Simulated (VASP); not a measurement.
Zr, 2 atoms in the cell. Symmetry: Fd-3m, No. 227, cubic system. The conventional cell has a = 4.802 Å, b = 4.802 Å, c = 4.802 Å, α = 90.00°, β = 90.00°, γ = 90.00°. Zr (site symmetry -43m) has 4 Zr at 2.08 Å within 2.8 Å.  This cell differs from its parent crystal: volume scaled by 0.5.

```yaml
Program: VASP 6.6.1
Task: single point
Functional: LDA
Potentials_or_basis: VASP PAW LDA potentials, release 64 (Zr_sv)
Cutoff: 520 eV
k_mesh: 12 × 12 × 12
Occupations: fermi-dirac, width 0.08 eV
Spin: no spin polarisation
Dipole_correction: no
Further_INCAR_settings: ALGO = Normal; EDIFF = 1e-07; NBANDS = 19
```

Potentials or basis: VASP PAW LDA potentials, release 64 (Zr_sv).

The run is started by

```bash
$ cat potpaw_LDA.64/Zr_sv/POTCAR > POTCAR
$ mpirun -np 1 vasp_std > vasp.out
```

Hardware: 1 thread of Intel Xeon 8259CL, with other jobs on the host.

Question: Estimate the wall time of this run.

Answer: Run time: 72 s on 1 thread of Intel Xeon 8259CL (shared host), peak memory 0.16 GiB. Counts: scf iterations 13, k points 72.
